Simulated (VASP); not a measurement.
Zr3As4: single point with PBE

The system is Zr3As4.

```
Zr As
1.0
     6.16033    0.00000    0.00000
     0.00000    6.16033    0.00000
     0.00000    0.00000    6.16033
Zr As
3 4
Direct
  0.00000 0.00000 0.50000
  0.00000 0.50000 0.00000
  0.50000 0.00000 0.00000
  0.25000 0.25000 0.25000
  0.25000 0.75000 0.75000
  0.75000 0.25000 0.75000
  0.75000 0.75000 0.25000
```

This cell differs from its parent crystal: atoms taken out.

- Program: VASP 6.6.1
- Task: single point
- Functional: PBE
- Potentials or basis: VASP PAW PBE potentials, release 64 (Zr_sv, As)
- Cutoff: 500 eV
- k mesh: 4 × 4 × 4
- Occupations: gaussian, width 0.1 eV
- Spin: no spin polarisation
- Dipole correction: no
- Further INCAR settings: ALGO = Normal; EDIFF = 1e-06; NBANDS = 37

```yaml
Pressure: -3.7 GPa
Band_gap_on_the_k_mesh: 0.70 eV (least direct gap 0.83 eV)
```

Levels at points of the mesh, in eV from the valence-band top:
```csv
k point,band 25,band 26,band 27,band 28,band 29,band 30,band 31,band 32
"(0.00, 0.00, 0.00)",-0.88,0.00,0.00,0.00,0.95,0.95,0.95,1.56
"(0.50, 0.00, 0.00)",-1.11,-1.11,-0.23,-0.23,0.77,1.14,1.14,1.33
"(0.50, 0.50, 0.00)",-1.27,-1.20,-0.49,-0.49,1.09,1.38,1.38,1.98
"(0.50, 0.50, 0.50)",-1.28,-0.59,-0.59,-0.59,1.69,1.69,1.69,1.84
```

Run time: 110 s on 1 thread of Intel(R) Xeon(R) 6975P-C (Granite Rapids) (shared host), peak memory 0.34 GiB.

Caveat: the cell differs from its parent crystal (atoms taken out); the cell stands under tension. A k mesh can miss the band edges.
